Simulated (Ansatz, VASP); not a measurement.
**Ag: VASP beside Ansatz**

```
Ag
1.0
     0.00000    2.06333    2.06333
     2.06333    0.00000    2.06333
     2.06333    2.06333    0.00000
Ag
1
Direct
  0.00000 0.00000 0.00000
```

Change from the starting cell: volume scaled by 1.03, PAW files.

Alike in both runs: task electric field gradients; functional PBE; k mesh 15 × 15 × 15; occupations fermi-dirac, width 0.03 eV; no spin polarisation.

|  | VASP | Ansatz |
| --- | --- | --- |
| version | VASP 6.6.1 | Ansatz 0.2.0 |
| potentials or method | VASP PAW PBE potentials, release 64 (Ag) | PAW with Ansatz's default frozen-core files, scalar-relativistic |
| plane-wave cutoff (eV) | 520 | 420 |
| valence electrons in the cell | 11 | 19 |

|  | VASP | Ansatz | Ansatz less VASP |
| --- | --- | --- | --- |
| pressure (GPa) | 1.2 | 1.4 | +0.12 |

VASP's potentials hold 11 valence electrons a cell and Ansatz's 19, so a difference there can come from the potentials and not from the codes.
